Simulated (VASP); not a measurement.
Set up this calculation in VASP 6.6.1, as the native input.

```yaml
Task: single point
Functional: PBE
Dispersion: D3(BJ)
Potentials_or_basis: VASP PAW PBE potentials, release 64 (Na_pv)
Cutoff: 520 eV
k_mesh: 6 × 6 × 6
Occupations: gaussian, width 0.1 eV
Spin: no spin polarisation
Dipole_correction: no
Further_INCAR_settings: ALGO = Normal; EDIFF = 1e-06; NBANDS = 10
```

The structure of Na lies in POSCAR:

```
Na
1.0
    0.0000000000      2.4940458128      2.4940458128
    2.4940458128      0.0000000000      2.4940458128
    2.4940458128      2.4940458128      0.0000000000
Na
1
Direct
    0.0000000000      0.0000000000      0.0000000000
```

This isn't the form of Na at room conditions, which is bcc.

One way to write it, as run:

INCAR

```
  PREC = Accurate
  ENCUT = 520
  EDIFF = 1E-6
  ISMEAR = 0
  SIGMA = 0.1
  LREAL = False
  LASPH = True
  NELM = 100
  ALGO = Normal
  ISIF = 2
  LWAVE = False
  LCHARG = False
  GGA = PE
  IVDW = 12
  NBANDS = 10
```

KPOINTS

```
Automatic mesh
0
Gamma
  6 6 6
```

Potentials or basis: VASP PAW PBE potentials, release 64 (Na_pv).

Run with:

```console
$ cat potpaw_PBE.64/Na_pv/POTCAR > POTCAR
$ mpirun -np 1 vasp_std > vasp.out
```

Results of the run:

```json
{
  "Pressure": "1.0 GPa",
  "Band gap on the k mesh": "zero (an odd number of electrons rules out a gap without spin polarisation)",
  "Dispersion energy per atom": "-0.183 eV"
}
```

Caveat: the k points lie up to 0.36 Å⁻¹ apart, too coarse for converged energies and pressures of a metal.

Wall time 3.2 s on 1 thread of AMD EPYC 7R13 Processor (Zen 3) (shared host), peak memory 0.12 GiB.
